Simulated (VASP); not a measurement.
# Al2Au (P1) in VASP: single point with PBE

Aim: the single point of Al2Au with PBE.

All numbers are computed with VASP 6.6.1; they aren't measurements. Logs are shortened: lines on timing, memory, paths and dates and some standing lists are left out, and cuts for length are marked.

### Step 1. The cell of the first run

The typed cell holds 3 atoms: a = 4.243 Å, b = 4.243 Å, c = 4.243 Å, α = 60.00°, β = 60.00°, γ = 60.00°.

### Step 2. Single point, PBE (one atom moved)

File INCAR:

```
SYSTEM = Al2Au
PREC = Accurate
ENCUT = 520
EDIFF = 1E-6
ISMEAR = 0
SIGMA = 0.1
LREAL = .FALSE.
LASPH = .TRUE.
NELM = 60
ALGO = Fast
ISIF = 2
LWAVE = .FALSE.
LCHARG = .FALSE.
GGA = PE
NBANDS = 16
```

File KPOINTS:

```
Automatic mesh
0
G
  10 10 10
  0 0 0
```

File POSCAR:

```
Al2Au
1.0
    0.0000000000      3.0000000000      3.0000000000
    3.0000000000      0.0000000000      3.0000000000
    3.0000000000      3.0000000000      0.0000000000
Al Au
2 1
Direct
    0.2500000000      0.2500000000      0.2500000000
    0.7982833333      0.6971300000      0.7366700000
    0.0000000000      0.0000000000      0.0000000000
```

Potentials or basis: VASP PAW PBE potentials, release 64 (Al, Au).

The run is started by

```bash
cat potpaw_PBE.64/Al/POTCAR potpaw_PBE.64/Au/POTCAR > POTCAR
mpirun -np 1 vasp_std > vasp.out
```

OUTCAR:

```text
SYSTEM = Al2Au
   PREC = Accurate
   ENCUT = 520
   EDIFF = 1E-6
   ISMEAR = 0
   LREAL = .FALSE.
   LASPH = .TRUE.
   NELM = 60
   ISIF = 2
   GGA = PE

 ion  position               nearest neighbor table
   1  0.250  0.250  0.250-   3 2.60   3 2.60   3 2.60   3 2.60   2 2.80   2 2.90   2 2.99   2 3.02
                             2 3.11   2 3.20
   2  0.798  0.697  0.737-   3 2.42   3 2.56   3 2.67   3 2.77   1 2.80   1 2.90   1 2.99   1 3.02
                             1 3.11   1 3.20
   3  0.000  0.000  0.000-   2 2.42   2 2.56   1 2.60   1 2.60   1 2.60   1 2.60   2 2.67   2 2.77

  LATTYP: Found a face centered cubic cell.
 ALAT       =     6.0000000000

  Lattice vectors:

 A1 = (   0.0000000000,   3.0000000000,   3.0000000000)
 A2 = (   3.0000000000,   0.0000000000,   3.0000000000)
 A3 = (   3.0000000000,   3.0000000000,   0.0000000000)

Analysis of symmetry for initial positions (statically):
=====================================================================
 Subroutine PRICEL returns:
 Original cell was already a primitive cell.

 Routine SETGRP: Setting up the symmetry group for a
 face centered cubic supercell.

 Subroutine GETGRP returns: Found  1 space group operations
 (whereof  1 operations were pure point group operations)
 out of a pool of 48 trial point group operations.

The static configuration has the point symmetry C_1 .

Analysis of symmetry for dynamics (positions and initial velocities):
=====================================================================
 Subroutine PRICEL returns:
 Original cell was already a primitive cell.

 Routine SETGRP: Setting up the symmetry group for a
 face centered cubic supercell.

 Subroutine GETGRP returns: Found  1 space group operations
 (whereof  1 operations were pure point group operations)
 out of a pool of 48 trial point group operations.

The dynamic configuration has the point symmetry C_1 .

 Subroutine INISYM returns: Found  1 space group operations
 (whereof  1 operations are pure point group operations),
 and found     1 'primitive' translations

----------------------------------------------------------------------------------------

                                     Primitive cell

  volume of cell :      54.0000

  direct lattice vectors                    reciprocal lattice vectors
     0.000000000  3.000000000  3.000000000    -0.166666667  0.166666667  0.166666667
     3.000000000  0.000000000  3.000000000     0.166666667 -0.166666667  0.166666667
     3.000000000  3.000000000  0.000000000     0.166666667  0.166666667 -0.166666667

  length of vectors
     4.242640687  4.242640687  4.242640687     0.288675135  0.288675135  0.288675135

  position of ions in fractional coordinates (direct lattice)
     0.250000000  0.250000000  0.250000000
     0.798283333  0.697130000  0.736670000
     0.000000000  0.000000000  0.000000000

  ion indices of the primitive-cell ions
   primitive index   ion index
                 1           1
                 2           2
                 3           3

----------------------------------------------------------------------------------------

 KPOINTS: Automatic mesh

Automatic generation of k-mesh.
 Grid dimensions read from file:
 generate k-points for:   10   10   10

 Generating k-lattice:

  Cartesian coordinates                     Fractional coordinates (reciprocal lattice)
    -0.016666667  0.016666667  0.016666667     0.100000000  0.000000000  0.000000000
     0.016666667 -0.016666667  0.016666667     0.000000000  0.100000000  0.000000000
     0.016666667  0.016666667 -0.016666667     0.000000000  0.000000000  0.100000000

  Length of vectors
     0.028867513  0.028867513  0.028867513

  Shift w.r.t. Gamma in fractional coordinates (k-lattice)
     0.000000000  0.000000000  0.000000000

 Subroutine IBZKPT returns following result:
 ===========================================

 Found    504 irreducible k-points:

 Following reciprocal coordinates:
            Coordinates               Weight
  0.000000  0.000000  0.000000      1.000000
  0.100000  0.000000  0.000000      2.000000
  0.000000  0.100000  0.000000      2.000000
  0.000000  0.000000  0.100000      2.000000
  0.100000  0.100000  0.100000      2.000000
  0.200000  0.000000  0.000000      2.000000
[... 16 lines left out ...]
  0.000000  0.100000  0.100000      2.000000
  0.100000  0.000000  0.100000      2.000000
 [... further k-points ...]
   k-points           NKPTS =    504   k-points in BZ     NKDIM =    504   number of bands    NBANDS=     16
   number of dos      NEDOS =    301   number of ions     NIONS =      3
   total plane-waves  NPLWV =  32768
   dimension x,y,z NGX =    32 NGY =   32 NGZ =   32
   dimension x,y,z NGXF=    64 NGYF=   64 NGZF=   64
   ions per type =               2   1
   NGX,Y,Z   is equivalent  to a cutoff of  12.54, 12.54, 12.54 a.u.
   NGXF,Y,Z  is equivalent  to a cutoff of  25.08, 25.08, 25.08 a.u.
 SYSTEM =  Al2Au
   PREC   = accura    normal or accurate (medium, high low for compatibility)
   ISTART =      0    job   : 0-new  1-cont  2-samecut
   ICHARG =      2    charge: 1-file 2-atom 10-const
   ISPIN  =      1    spin polarized calculation?
   LNONCOLLINEAR =      F non collinear calculations
   LSORBIT =      F    spin-orbit coupling
   LASPH  =      T    aspherical Exc in radial PAW
   ENCUT  =  520.0 eV  38.22 Ry    6.18 a.u.   7.89  7.89  7.89*2*pi/ulx,y,z
   NELM   =     60;   NELMIN=  2; NELMDL= -5     # of ELM steps
   EDIFF  = 0.1E-05   stopping-criterion for ELM
   LREAL  =      F    real-space projection
   EDIFFG = 0.1E-04   stopping-criterion for IOM
   NSW    =      0    number of steps for IOM
   IBRION =     -1    ionic relax: 0-MD 1-quasi-New 2-CG
   NFREE  =      0    steps in history (QN), initial steepest desc. (CG)
   ISIF   =      2    stress and relaxation
   ISYM   =      2    0-nonsym 1-usesym 2-fastsym
   POTIM  = 0.5000    time-step for ionic-motion
   TEBEG  =    0.0;   TEEND  =   0.0 temperature during run
   PSTRESS=    0.0 pullay stress
   NELECT =      17.0000    total number of electrons
   NUPDOWN=      -1.0000    fix difference up-down
   EMIN   =  10.00;   EMAX   =-10.00  energy-range for DOS
   EFERMI =   0.00;   METHOD = LEGACY
   ISMEAR =     0;   SIGMA  =   0.10  broadening in eV -4-tet -1-fermi 0-gaus
   EFERMI_NEDOS =   21; number of points for ismear=-14 and -15
   IALGO  =     68    algorithm
   IMIX   =      4    mixing-type and parameters
     AMIX     =   0.40;   BMIX     =  1.00
     AMIX_MAG =   1.60;   BMIX_MAG =  1.00
  volume/ion in A,a.u.               =      18.00       121.47
  Fermi-wavevector in a.u.,A,eV,Ry     =   1.113679  2.104547 16.875035  1.240280
  Thomas-Fermi vector in A             =   2.250266
   LORBIT       =      0    0 simple, 1 ext, 2 COOP (PROOUT), +10 PAW based schemes
   GGA     = PE    functional components
   LHFCALC =     F    Hartree Fock is set to
   AEXX    =    0.0000 exact exchange contribution
   IVDW    =     0    specifies the selected vdW correction
   LEPSILON=     F    determine dielectric tensor
   LRPA    =     F    only Hartree local field effects (RPA)
 non-spin polarized calculation
 RMM-DIIS sequential band-by-band and
 Gauss-broadening in eV      SIGMA  =   0.10
  energy-cutoff  :      520.00
  volume of cell :       54.00
 maximum number of plane-waves:      1470
   NGX = 15   NGY = 15   NGZ = 15

 number of electron      17.0000001 magnetization

 Free energy of the ion-electron system (eV)
  ---------------------------------------------------
  ext. energy  EPLUGINS =         0.00000000
  ---------------------------------------------------
  free energy    TOTEN  =       -11.86059832 eV

  energy without entropy =      -11.85675202  energy(sigma->0) =      -11.85867517

 E-fermi :   7.7736     XC(G=0): -10.5198

 val. band max:        7.7644280074   @ k =   0.0000   0.5000   0.0000
 cond. band min:       7.7740554969   @ k =   0.1000   0.3000   0.3000
 fundamental gap:      0.0096274895
 Fermi energy:         7.7735780993

 k-point     1 :       0.0000    0.0000    0.0000
  band No.  band energies     occupation
      1      -2.7855      2.00000
      2       1.0631      2.00000
      3       1.1461      2.00000
      4       1.2892      2.00000
      5       2.1151      2.00000
      6       2.1553      2.00000
[... 8 lines left out ...]
     15      13.5632      0.00000
     16      13.9822      0.00000

 k-point     2 :       0.1000    0.0000    0.0000
  band No.  band energies     occupation
      1      -2.6619      2.00000
      2       1.0870      2.00000
      3       1.1603      2.00000
      4       1.2640      2.00000
      5       2.1111      2.00000
      6       2.1570      2.00000
[... 8 lines left out ...]
     15      13.3215      0.00000
     16      13.7257      0.00000

 k-point     3 :       0.0000    0.1000    0.0000
  band No.  band energies     occupation
      1      -2.6477      2.00000
      2       1.0173      2.00000
      3       1.1910      2.00000
      4       1.3271      2.00000
      5       2.1021      2.00000
      6       2.1400      2.00000
[... 8 lines left out ...]
     15      13.2445      0.00000
     16      13.7552      0.00000

 k-point     4 :       0.0000    0.0000    0.1000
  band No.  band energies     occupation
      1      -2.6530      2.00000
      2       1.0655      2.00000
      3       1.1434      2.00000
      4       1.3138      2.00000
      5       2.1105      2.00000
      6       2.1438      2.00000
[... 8 lines left out ...]
     15      13.3002      0.00000
     16      13.7164      0.00000
[... 324 lines left out ...]
 k-point    22 :       0.1000    0.1000    0.0000
  band No.  band energies     occupation
      1      -2.6102      2.00000
      2       1.0442      2.00000
      3       1.1969      2.00000
      4       1.2899      2.00000
      5       2.0701      2.00000
      6       2.1789      2.00000
[... 8 lines left out ...]
     15      13.7492      0.00000
     16      13.9503      0.00000

 k-point    23 :       0.0000    0.1000    0.1000
  band No.  band energies     occupation
      1      -2.6120      2.00000
      2       1.0466      2.00000
      3       1.1491      2.00000
      4       1.3387      2.00000
      5       2.1038      2.00000
      6       2.1443      2.00000
[... 8 lines left out ...]
     15      13.6422      0.00000
     16      14.1513      0.00000

 k-point    24 :       0.1000    0.0000    0.1000
  band No.  band energies     occupation
      1      -2.6107      2.00000
      2       1.0464      2.00000
      3       1.1752      2.00000
      4       1.3104      2.00000
      5       2.0769      2.00000
      6       2.1718      2.00000
[... 8 lines left out ...]
     15      13.6893      0.00000
     16      14.0295      0.00000

 [... further k-points ...]
[... 5 lines left out ...]
  --------------------------------------------------------------------------------------
  -------------------------------------------------------------------------------------
  Total        1.7422730      1.5637981      1.5263818     -0.3898030     -1.4550762      0.8114711
  in kB       51.6931551     46.3978128     45.2876720    -11.5654349    -43.1720392     24.0763070
  external PRESSURE =      47.7928800 kB  Pullay stress =       0.0000000 kB

 VOLUME and BASIS-vectors are now :
 -----------------------------------------------------------------------------
  energy-cutoff  :      520.00
  volume of cell :       54.00
      direct lattice vectors                 reciprocal lattice vectors
     0.000000000  3.000000000  3.000000000    -0.166666667  0.166666667  0.166666667
     3.000000000  0.000000000  3.000000000     0.166666667 -0.166666667  0.166666667
     3.000000000  3.000000000  0.000000000     0.166666667  0.166666667 -0.166666667

 POSITION                                       TOTAL-FORCE (eV/Angst)
 -----------------------------------------------------------------------------------
      1.50000      1.50000      1.50000        -0.305898      0.137972     -0.027497
      4.30140      4.60486      4.48624         1.188838     -0.678180      0.419888
      0.00000      0.00000      0.00000        -0.882940      0.540209     -0.392391
 -----------------------------------------------------------------------------------
    total drift:                               -0.000685      0.000388     -0.000215

  FREE ENERGIE OF THE ION-ELECTRON SYSTEM (eV)
  ---------------------------------------------------
  free  energy   TOTEN  =       -11.8605983152 eV

  energy  without entropy=      -11.8567520227  energy(sigma->0) =      -11.85867517
```

It took 6.7 min on 1 thread of AMD EPYC 7R43 (Zen 3), shared host; peak memory 0.48 GiB.

Results:

* Free energy: -11.8606 eV
* Pressure: 4.8 GPa
* Largest force: 1.432 eV/Å
* Band gap on the k mesh: zero (an odd number of electrons rules out a gap without spin polarisation)

Forces on the atoms (eV/Å):
```
Al  -0.306  0.138 -0.027
Al   1.189 -0.678  0.420
Au  -0.883  0.540 -0.392
```

Caveat: the cell differs from its parent crystal (one atom moved); the cell stands under pressure; spin-orbit coupling is left out, which moves the levels of the heavy elements; forces of over 1 eV/Å act on the atoms, so gaps and moduli don't describe the material at rest.
